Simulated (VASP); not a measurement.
Set up this calculation in VASP 6.6.1, as the native input.

| Property | Result |
| --- | --- |
| Task | single point |
| Functional | PBE |
| Potentials or basis | VASP PAW PBE potentials, release 64 (B, N) |
| Cutoff | 520 eV |
| k mesh | 12 × 12 × 6 |
| Occupations | gaussian, width 0.05 eV |
| Spin | no spin polarisation |
| Dipole correction | no |
| Further INCAR settings | ALGO = Normal; EDIFF = 1e-06; NBANDS = 16 |

The structure of BN lies in POSCAR:

```
BN
1.0
    2.5539396017      0.0000000000      0.0000000000
   -1.2769698009      2.2117765748      0.0000000000
    0.0000000000      0.0000000000      4.2268550000
B N
2 2
Direct
    0.5649384892      0.1298769783      1.1061861332
    0.3333333333      0.6666666667      0.4997240000
    0.6666666667      0.3333333333      0.6252760000
    0.3333333333      0.6666666667      0.1252760000
```

This cell differs from its parent crystal: atom 1 (B) moved by (-0.450, +0.450) A along y and z.

One way to write it, as run:

INCAR

```
SYSTEM = BN
PREC = Accurate
ENCUT = 520
EDIFF = 1E-6
ISMEAR = 0
SIGMA = 0.05
LREAL = .FALSE.
LASPH = .TRUE.
NELM = 60
ALGO = Normal
ISIF = 2
LWAVE = .FALSE.
LCHARG = .TRUE.
GGA = PE
LELF = .TRUE.
LVHAR = .TRUE.
NBANDS = 16
```

KPOINTS

```
regular mesh
0
G
  12 12 6
  0 0 0
```

Potentials or basis: VASP PAW PBE potentials, release 64 (B, N).

Launch:

```console
$ cat potpaw_PBE.64/B/POTCAR potpaw_PBE.64/N/POTCAR > POTCAR
$ mpirun -np 1 vasp_std > vasp.out
```

Results of the run:

```yaml
Pressure: 105.7 GPa
Largest_force: 46.087 eV/Å
Band_gap_on_the_k_mesh: 2.79 eV (least direct gap 3.46 eV)
```

Caveat: the cell differs from its parent crystal (atom 1 (B) moved by (-0.450, +0.450) A along y and z); atoms lie so close that the PAW spheres overlap strongly, which falsifies energies and pressures; the stress differs along the axes, from 6 to 280 GPa; forces of over 1 eV/Å act on the atoms, so gaps and moduli don't describe the material at rest.

Run time: 34 s on 1 thread of Intel(R) Xeon(R) 6975P-C (Granite Rapids), with other jobs on the host, peak memory 0.19 GiB.
